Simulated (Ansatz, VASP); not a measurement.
## Two plane-wave programs on Al

Contents of INCAR:

```
SYSTEM = Al
PREC = Accurate
ENCUT = 520
EDIFF = 1E-7
ISMEAR = 1
SIGMA = 0.1
LREAL = .False.
LASPH = .True.
NELM = 100
ALGO = Normal
ISIF = 2
LWAVE = .False.
LCHARG = .False.
NBANDS = 14
```

Contents of KPOINTS:

```
Automatic mesh
0
Gamma
  9 9 3
  0 0 0
```

Contents of POSCAR:

```
Al
1.0
    2.8033189470      0.0000000000      0.0000000000
   -1.4016594735      2.4277454252      0.0000000000
    0.0000000000      0.0000000000      9.1087962012
Al
4
Direct
    0.0000000000      0.0000000000      0.0000000000
    0.3333333333      0.6666666667      0.2500000000
    0.0000000000      0.0000000000      0.5000000000
    0.6666666667      0.3333333333      0.7500000000
```

Input for Ansatz:

```yaml
crystal:
  lattice:
    - [2.803318947011783, 0.0, 0.0]
    - [-1.4016594735058916, 2.4277454252285424, 0.0]
    - [0.0, 0.0, 9.108796201190847]
  atoms:
    - { symbol: Al, position: [0.0, 0.0, 0.0] }
    - { symbol: Al, position: [0.3333333333333333, 0.6666666666666666, 0.25] }
    - { symbol: Al, position: [0.0, 0.0, 0.5] }
    - { symbol: Al, position: [0.6666666666666666, 0.3333333333333333, 0.75] }
basis:
  ecutwfc: 500.0
kpoints:
  mp_grid:
    grid: [9, 9, 3]
hamiltonian:
  xc: lda
  pseudopotentials:
    kind: paw
scf:
  occupations:
    method: cold
    width: 0.1
output:
  stress: true
```

Alike in both runs: task single point; functional LDA; k mesh 9 × 9 × 3; no spin polarisation.

|  | VASP | Ansatz |
| --- | --- | --- |
| version | VASP 6.6.1 | Ansatz 0.2.0 |
| potentials or method | VASP PAW LDA potentials, release 64 (Al), cutoff 520 eV | plane waves, PAW |
| occupations | methfessel-paxton of order 1, width 0.1 eV | cold, width 0.1 eV |
| valence electrons in the cell | 12 | 12 |

```csv
,VASP,Ansatz,Ansatz less VASP
pressure (GPa),1.8,1.7,-0.08
"traceless stress, the component that is largest in VASP (GPa)",2.54,2.89,+0.348
```

LDA's correlation is that of Perdew and Zunger in VASP and of Perdew and Wang (1992) in Ansatz.
